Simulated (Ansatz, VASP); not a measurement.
**Si2Br in VASP and in Ansatz**

```
CELL_PARAMETERS angstrom
7.27339 0.00000 0.00000
-3.63670 6.29894 0.00000
0.00000 0.00000 5.84063
ATOMIC_POSITIONS crystal
Si 0.13722 0.20724 0.31384
Si 0.79276 0.92998 0.64718
Si 0.07002 0.86278 0.98051
Si 0.20724 0.13722 0.68616
Si 0.92998 0.79276 0.35282
Si 0.86278 0.07002 0.01949
Br 0.58266 0.00000 0.33333
Br 0.00000 0.58266 0.66667
Br 0.41734 0.41734 0.00000
```

Alike in both runs: functional PBE; k mesh 3 × 3 × 4; occupations gaussian, width 0.1 eV; no spin polarisation.

Ansatz relaxed the structure, and its values are those at the end. VASP's run is a single point on that final structure, the one shown.

|  | VASP | Ansatz |
| --- | --- | --- |
| version | VASP 6.6.1 | Ansatz 0.2.0 |
| potentials or method | VASP PAW PBE potentials, release 64 (Si, Br), cutoff 520 eV | scalar-relativistic, plane waves, PAW |
| valence electrons in the cell | 45 | 45 |

|  | VASP | Ansatz | Ansatz less VASP |
| --- | --- | --- | --- |
| gap on the k mesh at the Fermi level (eV) | none | none | - |
| pressure (GPa) | 0.2 | 0.2 | +0.01 |
| rms of the force components (eV/Å) | 0.006 | 0.006 | -0.0002 |

A gap of «none» marks a metal or a gap that the smearing closes. The functional is the same, so the differences come from potentials, cutoffs and numerics.
